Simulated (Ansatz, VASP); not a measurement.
## Two plane-wave programs on GaN

```
N Ga
1.0
     3.21626    0.00000    0.00000
    -1.60813    2.78536    0.00000
     0.00000    0.00000   26.16077
N Ga
5 5
Direct
  0.00000 0.00000 0.28669
  0.33333 0.66667 0.38707
  0.66667 0.33333 0.48745
  0.00000 0.00000 0.58783
  0.33333 0.66667 0.68822
  0.33333 0.66667 0.31178
  0.66667 0.33333 0.41217
  0.00000 0.00000 0.51255
  0.33333 0.66667 0.61293
  0.66667 0.33333 0.71331
```

Alike in both runs: task single point; functional PBE; k mesh 9 × 9 × 1; occupations gaussian, width 0.05 eV; no spin polarisation.

```csv
,VASP,Ansatz
version,VASP 6.6.1,Ansatz 0.2.0
potentials or method,"VASP PAW PBE potentials, release 64 (N, Ga_d), cutoff 520 eV","scalar-relativistic, plane waves, PAW"
valence electrons in the cell,90,90
```

VASP gave:

- gap on the k mesh at the Fermi level (eV): none
- rms of the force components (eV/Å): 0.550

Question: Estimate Ansatz's values.

Answer: gap on the k mesh at the Fermi level (eV): none; rms of the force components (eV/Å): 0.551.

A gap of «none» marks a metal or a gap that the smearing closes. Ansatz's warnings: xc potential rough in thin density.
